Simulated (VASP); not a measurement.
Input of a VASP 6.6.1 run:

Contents of INCAR:

```
SYSTEM = CuO
PREC = Accurate
ENCUT = 1340
EDIFF = 1E-6
ISMEAR = 0
SIGMA = 0.05
LREAL = .False.
LASPH = .True.
NELM = 200
ALGO = Normal
ISIF = 2
LWAVE = .False.
LCHARG = .True.
ISPIN = 2
MAGMOM = 1 0
LORBIT = 11
LMAXMIX = 4
LDAU = .True.
LDAUTYPE = 2
LDAUL = 2 -1
LDAUU = 4 0
LDAUJ = 0 0
LDAUPRINT = 1
GGA = PS
LELF = .True.
LVHAR = .True.
NBANDS = 24
GGA_COMPAT = .False.
```

The input KPOINTS:

```
regular mesh
0
Gamma
  7 7 7
  0 0 0
```

POSCAR

```
CuO
1.0
    2.5525506100      0.0000000000      0.0000000000
    0.0000000000      2.5525506100      0.0000000000
    0.0000000000      0.0000000000      2.5525506100
Cu O
1 1
Direct
    0.0000000000      0.0000000000      0.0000000000
    0.5000000000      0.5000000000      0.5000000000
```

Potentials or basis: VASP PAW PBE potentials, release 64 (Cu_sv_GW, O_h).

Launch:

```bash
$ cat potpaw_PBE.64/Cu_sv_GW/POTCAR potpaw_PBE.64/O_h/POTCAR > POTCAR
$ mpirun -np 1 vasp_std > vasp.out
```

(1) Predict the net moment.

(2) Predict the band gap on the k mesh.

Results:

(1) 1.00 μB per cell.

(2) zero (filled and empty bands overlap).

Caveat: a cell with one magnetic atom can't hold antiferromagnetic order, which such compounds often take.
